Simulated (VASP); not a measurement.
Here is a VASP 6.6.1 calculation.

Contents of INCAR:

```
PREC = Accurate ; ENCUT = 520
EDIFF = 1E-6 ; ISMEAR = -1
SIGMA = 0.1 ; LREAL = F
LASPH = T ; NELM = 80
ALGO = Normal ; ISIF = 2
LWAVE = F ; LCHARG = F
GGA = PE ; NBANDS = 16
```

KPOINTS

```
regular mesh
0
Gamma
  12 12 12
```

POSCAR

```
GaP
1.0
    0.0000000000      2.3724671838      2.3724671838
    2.3724671838      0.0000000000      2.3724671838
    2.3724671838      2.3724671838      0.0000000000
Ga P
1 1
Direct
    0.0000000000      0.0000000000      0.0000000000
    0.2500000000      0.2500000000      0.2500000000
```

Potentials or basis: VASP PAW PBE potentials, release 64 (Ga_d, P).

Launch:

```sh
$ cat potpaw_PBE.64/Ga_d/POTCAR potpaw_PBE.64/P/POTCAR > POTCAR
$ mpirun -np 1 vasp_std > vasp.out
```

Problem. What does it give for the band gap on the k mesh?

Solution. 0.44 eV, indirect (least direct gap 3.39 eV).

Problem. Predict the pressure.

Solution. 89.0 GPa.

 A k mesh can miss the band edges.
